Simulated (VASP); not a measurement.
Input of a VASP 6.6.1 run:

INCAR

```
ALGO     = Normal         # electronic algorithm
EDIFF    = 1E-6           # SCF threshold, eV
EDIFFG   = -0.005         # ionic threshold
ENCUT    = 600            # plane-wave cutoff, eV
GGA      = CA             # functional
IBRION   = 2              # ionic algorithm
ISIF     = 3              # what is computed and relaxed
ISMEAR   = 0              # smearing method
LASPH    = True           # aspherical terms in the spheres
LCHARG   = False          # write CHGCAR
LREAL    = False          # projectors in reciprocal space
LWAVE    = False          # write WAVECAR
NELM     = 60             # most SCF steps
NSW      = 100            # ionic steps
PREC     = Accurate       # precision mode
SIGMA    = 0.02           # smearing width, eV
```

The input KPOINTS:

```
k-points
0
Gamma
  8 8 6
```

File POSCAR:

```
AlGaN2
1.0
    3.1408770487      0.0000000000      0.0000000000
    0.0000000000      3.1408770487      0.0000000000
    0.0000000000      0.0000000000      4.4238379400
Al Ga N
1 1 2
Direct
    0.5000000000      0.5000000000      0.5000000000
    0.0000000000      0.0000000000      0.0000000000
    0.5000000000      0.0000000000      0.7382648100
    0.0000000000      0.5000000000      0.2617351900
```

Potentials or basis: VASP PAW LDA potentials, release 64 (Al, Ga_d, N).

Command:

```bash
$ cat potpaw_LDA.64/Al/POTCAR potpaw_LDA.64/Ga_d/POTCAR potpaw_LDA.64/N/POTCAR > POTCAR
$ mpirun -np 1 vasp_std > vasp.out
```

Problem. Predict the space group after relaxing (to 0.05 Å).

Solution. P-4m2 (No. 115).

Problem. What does it give for the relaxed cell?

Solution. a = 3.119 Å, b = 3.119 Å, c = 4.390 Å, α = 90.00°, β = 90.00°, γ = 90.00°.

Problem. Predict the band gap on the k mesh.

Solution. 3.04 eV, direct.

Final structure:
```xyz
4
Lattice="3.1189 0.0000 0.0000 0.0000 3.1189 0.0000 0.0000 0.0000 4.3900" Properties=species:S:1:pos:R:3 pbc="T T T"
Al    1.5595    1.5595    2.1950
Ga    0.0000    0.0000    0.0000
N     1.5595    0.0000    3.2478
N     0.0000    1.5595    1.1423
```

A k mesh can miss the band edges. Expect the measured gap to be larger: semilocal functionals such as LDA lack the derivative discontinuity.
